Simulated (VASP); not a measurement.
Set up this calculation in VASP 6.6.1, as the native input.

```yaml
Task: single point
Functional: r2SCAN
Potentials_or_basis: VASP PAW PBE potentials, release 64 (Ti_sv, O)
Cutoff: 520 eV
k_mesh: 6 × 6 × 4
Occupations: gaussian, width 0.1 eV
Spin: collinear spin
Starting_moments: "[1.0, 1.0, 1.0, 1.0, 1.0, 1.0, 0.0, 0.0] μB"
Dipole_correction: no
Further_INCAR_settings: ALGO = Normal; EDIFF = 1e-06; NBANDS = 56
```

Ti3O:

```
CELL_PARAMETERS angstrom
5.12685 0.00000 0.00000
-2.56342 4.43998 0.00000
0.00000 0.00000 4.91119
ATOMIC_POSITIONS crystal
Ti 0.00000 0.67029 0.75000
Ti 0.00000 0.32971 0.25000
Ti 0.67029 0.00000 0.75000
Ti 0.67029 0.67029 0.25000
Ti 0.32971 0.32971 0.75000
Ti 0.32971 0.00000 0.25000
O 0.00000 0.00000 0.50000
O 0.00000 0.00000 0.00000
```

The input as run:

POSCAR

```
Ti3O
1.0
    5.1268456201      0.0000000000      0.0000000000
   -2.5634228101      4.4399785483      0.0000000000
    0.0000000000      0.0000000000      4.9111880000
Ti O
6 2
Direct
    0.0000000000      0.6702930000      0.7500000000
    0.0000000000      0.3297070000      0.2500000000
    0.6702930000      0.0000000000      0.7500000000
    0.6702930000      0.6702930000      0.2500000000
    0.3297070000      0.3297070000      0.7500000000
    0.3297070000      0.0000000000      0.2500000000
    0.0000000000      0.0000000000      0.5000000000
    0.0000000000      0.0000000000      0.0000000000
```

INCAR.step1

```
SYSTEM = Ti3O
  ALGO = Normal
  EDIFF = 1E-4
  ENCUT = 520
  GGA = PE
  ISMEAR = 0
  ISPIN = 2
  LASPH = .True.
  LCHARG = .False.
  LMAXMIX = 4
  LREAL = .False.
  LWAVE = .True.
  MAGMOM = 1 1 1 1 1 1 0 0
  NBANDS = 56
  NELM = 150
  PREC = Accurate
  SIGMA = 0.1
```

INCAR.step2

```
SYSTEM = Ti3O
  ALGO = Normal
  EDIFF = 1E-6
  ENCUT = 520
  ISIF = 2
  ISMEAR = 0
  ISPIN = 2
  ISTART = 1
  LASPH = .True.
  LCHARG = .True.
  LELF = .True.
  LMAXMIX = 4
  LMIXTAU = .True.
  LORBIT = 11
  LREAL = .False.
  LVHAR = .True.
  LWAVE = .False.
  MAGMOM = 1 1 1 1 1 1 0 0
  METAGGA = R2SCAN
  NBANDS = 56
  NELM = 150
  PREC = Accurate
  SIGMA = 0.1
```

KPOINTS

```
k-points
0
Gamma
  6 6 4
  0 0 0
```

Potentials or basis: VASP PAW PBE potentials, release 64 (Ti_sv, O).

Run with:

```bash
$ cat potpaw_PBE.64/Ti_sv/POTCAR potpaw_PBE.64/O/POTCAR > POTCAR
$ cp INCAR.step1 INCAR
$ mpirun -np 1 vasp_std > vasp.out
$ cp INCAR.step2 INCAR
$ mpirun -np 1 vasp_std > vasp.out
```

Results of the run:

```
Pressure                                              : -1.4 GPa
Largest force                                         : 0.132 eV/Å
Band gap on the k mesh                                : zero (filled and empty bands overlap)
Net moment                                            : 0.00 μB per cell
Valence electrons inside the program's atomic spheres : Ti 10.20; O 5.13
```

Caveat: the PAW data sets were made with another functional, which shifts forces and pressure a little.

Run time: 27 min on 1 thread of Oxide Virtual Turin-like Processor, on a shared host, peak memory 0.4 GiB.
